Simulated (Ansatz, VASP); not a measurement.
**SiO2 in VASP and in Ansatz**

```
Si O
1.0
     4.95700    0.00000    0.00000
     0.00000    4.95700    0.00000
     0.00000    0.00000    6.89030
Si O
4 8
Cartesian
  1.5222 1.5222 0.0000
  0.9563 4.0007 1.7226
  3.4348 3.4348 3.4451
  4.0007 0.9563 5.1677
  1.1697 0.5950 1.2881
  1.8835 3.6482 3.0107
  3.7873 4.3620 4.7333
  3.0735 1.3088 6.4558
  3.6482 1.8835 3.8796
  4.3620 3.7873 2.1570
  1.3088 3.0735 0.4345
  0.5950 1.1697 5.6022
```

Alike in both runs: task electric field gradients; functional r2SCAN; k mesh 4 × 4 × 3; occupations fermi-dirac, width 0.02 eV; no spin polarisation.

```csv
,VASP,Ansatz
version,VASP 6.6.1,Ansatz 0.2.0
potentials or method,"VASP PAW PBE potentials, release 64 (Si, O)","plane-wave PAW, scalar-relativistic"
plane-wave cutoff (eV),520,500
valence electrons in the cell,64,64
```

VASP gave:

```
gap on the k mesh at the Fermi level (eV)                     : 6.28
pressure (GPa)                                                : -3.2
traceless stress, the component that is largest in VASP (GPa) : -0.44
rms of the force components (eV/Å)                            : 0.143
size of Vzz on the site where it differs most (V/Å²)          : 88.0
```

Q: Estimate Ansatz's values.

A: gap on the k mesh at the Fermi level (eV): 6.28; pressure (GPa): -3.6; traceless stress, the component that is largest in VASP (GPa): -0.42; rms of the force components (eV/Å): 0.150; size of Vzz on the site where it differs most (V/Å²): 95.9.

VASP's potentials were made for PBE, not for r2SCAN. Atom by atom the forces differ by 0.013 eV/Å (rms over components).
